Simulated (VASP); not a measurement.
# Ge5Pt3 (Pm-3m) in VASP: further runs, part 2 of 2

VASP 6.6.1. The steps go on from the part before.

### Step 3. Single point, PBE

This run uses another cell than the first one, of 18.11 Å³/atom, 1.365 times its volume.

Input file INCAR:

```
PREC = Accurate ; ENCUT = 500
EDIFF = 1E-6 ; ISMEAR = 0
SIGMA = 0.1 ; LREAL = False
LASPH = True ; NELM = 120
ALGO = Normal ; ISIF = 2
LWAVE = False ; LCHARG = False
GGA = PE ; NBANDS = 60
GGA_COMPAT = False
```

Input file KPOINTS:

```
regular mesh
0
Gamma
  8 8 8
```

Input file POSCAR:

```
Ge5Pt3
1.0
    5.2526100654      0.0000000000      0.0000000000
    0.0000000000      5.2526100654      0.0000000000
    0.0000000000      0.0000000000      5.2526100654
Ge Pt
5 3
Direct
    0.0000000000      0.0000000000      0.0000000000
    0.5000000000      0.5000000000      0.5000000000
    0.0000000000      0.5000000000      0.5000000000
    0.5000000000      0.0000000000      0.5000000000
    0.5000000000      0.5000000000      0.0000000000
    0.5000000000      0.0000000000      0.0000000000
    0.0000000000      0.5000000000      0.0000000000
    0.0000000000      0.0000000000      0.5000000000
```

Potentials or basis: VASP PAW PBE potentials, release 64 (Ge_d, Pt).

On the command line:

```console
> cat potpaw_PBE.64/Ge_d/POTCAR potpaw_PBE.64/Pt/POTCAR > POTCAR
> mpirun -np 1 vasp_std > vasp.out
```

OUTCAR:

```text
PREC = Accurate
   ENCUT = 500
   EDIFF = 1E-6
   ISMEAR = 0
   LREAL = False
   LASPH = True
   NELM = 120
   ISIF = 2
   GGA = PE

 ion  position               nearest neighbor table
   1  0.000  0.000  0.000-   6 2.63   7 2.63   8 2.63   8 2.63   7 2.63   6 2.63
   2  0.500  0.500  0.500-   3 2.63   4 2.63   5 2.63   5 2.63   4 2.63   3 2.63
   3  0.000  0.500  0.500-   2 2.63   7 2.63   8 2.63   7 2.63   8 2.63   2 2.63
   4  0.500  0.000  0.500-   2 2.63   6 2.63   8 2.63   6 2.63   2 2.63   8 2.63
   5  0.500  0.500  0.000-   2 2.63   6 2.63   7 2.63   2 2.63   6 2.63   7 2.63
   6  0.500  0.000  0.000-   1 2.63   4 2.63   5 2.63   4 2.63   5 2.63   1 2.63
   7  0.000  0.500  0.000-   1 2.63   3 2.63   5 2.63   3 2.63   1 2.63   5 2.63
   8  0.000  0.000  0.500-   1 2.63   3 2.63   4 2.63   1 2.63   3 2.63   4 2.63

  LATTYP: Found a simple cubic cell.
 ALAT       =     5.2526100654

  Lattice vectors:

 A1 = (   5.2526100654,   0.0000000000,   0.0000000000)
 A2 = (   0.0000000000,   5.2526100654,   0.0000000000)
 A3 = (   0.0000000000,   0.0000000000,   5.2526100654)

Analysis of symmetry for initial positions (statically):
=====================================================================
 Subroutine PRICEL returns:
 Original cell was already a primitive cell.

 Routine SETGRP: Setting up the symmetry group for a
 simple cubic supercell.

 Subroutine GETGRP returns: Found 48 space group operations
 (whereof 48 operations were pure point group operations)
 out of a pool of 48 trial point group operations.

The static configuration has the point symmetry O_h .

Analysis of symmetry for dynamics (positions and initial velocities):
=====================================================================
 Subroutine PRICEL returns:
 Original cell was already a primitive cell.

 Routine SETGRP: Setting up the symmetry group for a
 simple cubic supercell.

[... 134 lines left out ...]
   IMIX   =      4    mixing-type and parameters
     AMIX     =   0.40;   BMIX     =  1.00
     AMIX_MAG =   1.60;   BMIX_MAG =  1.00
  volume/ion in A,a.u.               =      18.11       122.25
  Fermi-wavevector in a.u.,A,eV,Ry     =   1.446660  2.733790 28.474597  2.092824
  Thomas-Fermi vector in A             =   2.564703
   LORBIT       =      0    0 simple, 1 ext, 2 COOP (PROOUT), +10 PAW based schemes
   GGA     = PE    functional components
   LHFCALC =     F    Hartree Fock is set to
   AEXX    =    0.0000 exact exchange contribution
   IVDW    =     0    specifies the selected vdW correction
   LEPSILON=     F    determine dielectric tensor
   LRPA    =     F    only Hartree local field effects (RPA)
 non-spin polarized calculation
 Gauss-broadening in eV      SIGMA  =   0.10
  energy-cutoff  :      500.00
  volume of cell :      144.92
 maximum number of plane-waves:      3743
 NGX is ok and might be reduce to    40
   NGX = 19   NGY = 19   NGZ = 19

 number of electron     100.0000121 magnetization

 Free energy of the ion-electron system (eV)
  ---------------------------------------------------
  ext. energy  EPLUGINS =         0.00000000
  ---------------------------------------------------
  free energy    TOTEN  =       -41.53187143 eV

  energy without entropy =      -41.51535994  energy(sigma->0) =      -41.52361569

 E-fermi :   7.3893     XC(G=0): -11.7069

 val. band max:        7.3709373865   @ k =   0.5000   0.5000   0.0000
 cond. band min:       7.4136975033   @ k =   0.3750   0.1250   0.1250
 fundamental gap:      0.0427601168
 Fermi energy:         7.3893459103

 k-point     1 :       0.0000    0.0000    0.0000
  band No.  band energies     occupation
      1     -17.2777      2.00000
      2     -17.2777      2.00000
      3     -17.2550      2.00000
      4     -17.2550      2.00000
      5     -17.2222      2.00000
      6     -17.2222      2.00000
[... 1501 lines left out ...]
     59      12.9658      0.00000
     60      14.2026      0.00000

 [... further k-points ...]
[... 5 lines left out ...]
  --------------------------------------------------------------------------------------
  -------------------------------------------------------------------------------------
  Total       -0.0694419     -0.0694419     -0.0694419     -0.0000000      0.0000000     -0.0000000
  in kB       -0.7677272     -0.7677272     -0.7677272     -0.0000000      0.0000000     -0.0000000
  external PRESSURE =      -0.7677272 kB  Pullay stress =       0.0000000 kB

 VOLUME and BASIS-vectors are now :
 -----------------------------------------------------------------------------
  energy-cutoff  :      500.00
  volume of cell :      144.92
      direct lattice vectors                 reciprocal lattice vectors
     5.252610065  0.000000000  0.000000000     0.190381541  0.000000000  0.000000000
     0.000000000  5.252610065  0.000000000     0.000000000  0.190381541  0.000000000
     0.000000000  0.000000000  5.252610065     0.000000000  0.000000000  0.190381541

 POSITION                                       TOTAL-FORCE (eV/Angst)
 -----------------------------------------------------------------------------------
      0.00000      0.00000      0.00000         0.000000      0.000000      0.000000
      2.62631      2.62631      2.62631         0.000000      0.000000      0.000000
      0.00000      2.62631      2.62631         0.000000      0.000000      0.000000
      2.62631      0.00000      2.62631         0.000000      0.000000      0.000000
      2.62631      2.62631      0.00000         0.000000      0.000000      0.000000
      2.62631      0.00000      0.00000         0.000000      0.000000      0.000000
      0.00000      2.62631      0.00000         0.000000      0.000000      0.000000
      0.00000      0.00000      2.62631         0.000000      0.000000      0.000000
 -----------------------------------------------------------------------------------
    total drift:                               -0.000000      0.000000     -0.000000

  FREE ENERGIE OF THE ION-ELECTRON SYSTEM (eV)
  ---------------------------------------------------
  free  energy   TOTEN  =       -41.5318714323 eV

  energy  without entropy=      -41.5153599415  energy(sigma->0) =      -41.52361569
```

It took 1.9 min on 1 thread of Intel Xeon 6975P-C (Granite Rapids), shared host; peak memory 0.37 GiB.

Results:

| Property | Result |
| --- | --- |
| Free energy | -41.5319 eV |
| Pressure | -0.1 GPa |
| Band gap on the k mesh | zero (band 50 reaches 9.68 eV, above the bottom of band 51 at 6.84 eV) |

Levels at points of the mesh, in eV from the Fermi level:
| k point | band 46 | band 47 | band 48 | band 49 | band 50 | band 51 | band 52 | band 53 | band 54 | band 55 |
| --- | --- | --- | --- | --- | --- | --- | --- | --- | --- | --- |
| (0.00, 0.00, 0.00) | -1.33 | -1.33 | -1.33 | -1.23 | -1.23 | -0.16 | -0.16 | -0.16 | 1.16 | 1.64 |
| (0.50, 0.00, 0.00) | -1.46 | -1.46 | -1.40 | -1.27 | -0.56 | 0.83 | 1.12 | 1.12 | 1.40 | 1.40 |
| (0.50, 0.50, 0.00) | -0.84 | -0.80 | -0.80 | -0.73 | -0.02 | -0.02 | 0.90 | 1.42 | 2.68 | 2.68 |
| (0.50, 0.50, 0.50) | -1.64 | -1.64 | -1.64 | 2.29 | 2.29 | 2.29 | 2.34 | 2.34 | 5.27 | 5.63 |

Caveat: spin-orbit coupling is left out, which moves the levels of the heavy elements.
